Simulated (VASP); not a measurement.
The system is BaTiO3.

```
Ba Ti O
1.0
     2.70942    1.56428    2.22168
    -2.70942    1.56428    2.22168
     0.00000   -3.12857    2.22168
Ba Ti O
1 1 3
Direct
  0.00000 0.00000 0.00000
  0.48450 0.48450 0.48450
  0.50860 0.50860 0.01750
  0.01750 0.50860 0.50860
  0.50860 0.01750 0.50860
```

Base run:

```yaml
Program: VASP 6.6.1
Functional: PBEsol
Potentials_or_basis: VASP PAW PBE potentials, release 64 (Ba_sv, Ti_sv, O)
Cutoff: 520 eV
k_mesh: 6 × 6 × 6
Occupations: gaussian, width 0.01 eV
Spin: no spin polarisation
```

Its results: band gap on the k mesh 2.64 eV, indirect (least direct gap 2.91 eV); pressure 30.3 GPa; largest force 1.677 eV/Å.

**Question.** The run is repeated on the same cell with these changes: potentials or basis from VASP PAW PBE potentials, release 64 (Ba_sv, Ti_sv, O) to VASP PAW PBE potentials, release 64 (Ba_sv, Ti_sv, O_h); cutoff from 520 eV to 910 eV; further incar settings from ALGO = Normal; EDIFF = 1e-07; NBANDS = 28 to ALGO = Normal; EDIFF = 1e-06; NBANDS = 28. What comes out?

**Answer.** Band gap on the k mesh 2.65 eV, indirect (least direct gap 2.92 eV); pressure 29.8 GPa; largest force 1.617 eV/Å.

Caveats: the PAW data sets were made with another functional, which shifts forces and pressure a little; spin-orbit coupling is left out, which moves the levels of the heavy elements; the cutoff is under 1.25 times the usual one of these potentials, so pressure, stress and relaxed cells hold a basis-set (Pulay) error (some runs).

A k mesh can miss the band edges.
